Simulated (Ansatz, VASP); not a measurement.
**Two plane-wave programs on Ca4SiSe2**

```
Ca Si Se
1.0
    -3.05104    3.05104    7.59786
     3.05104   -3.05104    7.59786
     3.05104    3.05104   -7.59786
Ca Si Se
4 1 2
Cartesian
  1.4304 -1.4304 5.6222
  1.4304 1.4304 9.5736
  -1.4304 1.4304 5.6222
  1.6206 1.6206 1.9757
  0.0000 0.0000 7.5979
  3.0510 0.0000 3.7989
  0.0000 3.0510 3.7989
```

Change from the starting cell: species swapped into the MnIn2Te4 type (I-42m, No. 121).

Alike in both runs: functional PBE; k mesh 10 × 10 × 10; occupations gaussian, width 0.1 eV; no spin polarisation.

Ansatz relaxed the structure, and its values are those at the end. VASP's run is a single point on that final structure, the one shown.

|  | VASP | Ansatz |
| --- | --- | --- |
| version | VASP 6.6.1 | Ansatz 0.2.0 |
| potentials or method | VASP PAW PBE potentials, release 64 (Ca_sv, Si, Se), cutoff 520 eV | scalar-relativistic, plane waves, PAW |
| valence electrons in the cell | 56 | 76 |

|  | VASP | Ansatz | Ansatz less VASP |
| --- | --- | --- | --- |
| gap on the k mesh at the Fermi level (eV) | none | none | - |
| pressure (GPa) | 0.1 | 0.0 | -0.07 |
| rms of the force components (eV/Å) | 0.003 | 0.004 | +0.0012 |

A gap of «none» marks a metal or a gap that the smearing closes. VASP's potentials hold 56 valence electrons a cell and Ansatz's 76, so a difference there can come from the potentials and not from the codes.
